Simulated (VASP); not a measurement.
Runs of VASP 6.6.1 on Rb. The structure is that of space group Im-3m (No. 229), or close to it. The cells are those of the table. 

```csv
cell,gap on the mesh (eV),pressure (GPa)
"a = 5.022 Å, angles 110.1, 110.1, 108.2°, 1 atom",none,-0.3
"a = 4.739 Å, angles 109.5°, 1 atom",none,0.2
"a = 4.941 Å, angles 108.8, 108.8, 110.8°, 1 atom",none,-0.2
"a = 4.901 Å, angles 110.1, 110.1, 108.1°, 1 atom",none,-0.1
"a = 5.063 Å, angles 108.8, 108.8, 110.8°, 1 atom",none,-0.3
"a = 4.982 Å, angles 109.5°, 1 atom",none,-0.2
"a = 4.658 Å, angles 110.2, 110.2, 108.1°, 1 atom",none,(a)
"a = 4.820 Å, angles 108.8, 108.8, 110.8°, 1 atom",none,0.0
```

Alike in all rows: task single point; level PBEsol; potentials or basis VASP PAW PBE potentials, release 64 (Rb_sv); no spin polarisation; k mesh 12 × 12 × 12; cutoff (eV) 520; smearing gaussian 0.15 eV.

Q: Estimate the missing entries.

A: (a) 0.4.

Caveats: the PAW data sets were made with another functional, which shifts forces and pressure a little.

A k mesh can miss the band edges, and the runs leave out spin-orbit coupling on Rb.

A gap of «none» marks levels without a gap at the run's occupations.
